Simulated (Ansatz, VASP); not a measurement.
# Two plane-wave programs on P

The input INCAR:

```
SYSTEM = P
PREC = Accurate
ENCUT = 520
EDIFF = 1E-6
ISMEAR = 0
SIGMA = 0.15
LREAL = .FALSE.
LASPH = .TRUE.
NELM = 80
ALGO = Normal
ISIF = 2
LWAVE = .FALSE.
LCHARG = .FALSE.
GGA = PS
NBANDS = 8
```

KPOINTS

```
regular mesh
0
G
  12 12 12
  0 0 0
```

POSCAR

```
P
1.0
    4.4865501003      0.0000000000      0.0000000000
    0.0000000000      4.4865501003      0.0000000000
    0.0000000000      0.0000000000      4.3780000000
P
1
Direct
    0.0000000000      0.0000000000      0.0000000000
```

Input for Ansatz:

```yaml
crystal:
  lattice:
    - [4.4865501003, 0.0, 0.0]
    - [0.0, 4.4865501003, 0.0]
    - [0.0, 0.0, 4.378]
  atoms:
    - { symbol: P, position: [0.0, 0.0, 0.0] }
basis:
  ecutwfc: 420
kpoints:
  mp_grid: { grid: [12, 12, 12] }
hamiltonian:
  xc: pbesol
scf:
  occupations: { method: gaussian, width: 0.15 }
output:
  forces: true
  stress: true
  eigenvalues: true
```

Change from the starting cell: strain +0.050 along x and y, +0.000 along z, atoms carried along.

Alike in both runs: task single point; functional PBEsol; k mesh 12 × 12 × 12; occupations gaussian, width 0.15 eV; no spin polarisation.

|  | VASP | Ansatz |
| --- | --- | --- |
| version | VASP 6.6.1 | Ansatz 0.2.0 |
| potentials or method | VASP PAW PBE potentials, release 64 (P), cutoff 520 eV | scalar-relativistic, plane waves, PAW |
| valence electrons in the cell | 5 | 5 |

```tsv
	VASP	Ansatz	Ansatz less VASP
gap on the k mesh at the Fermi level (eV)	none	none	-
pressure (GPa)	-3.1	-3.1	+0.01
traceless stress, the component that is largest in VASP (GPa)	-0.25	-0.25	0.000
```

VASP's potentials were made for PBE, not for PBEsol. A gap of «none» marks a metal or a gap that the smearing closes.
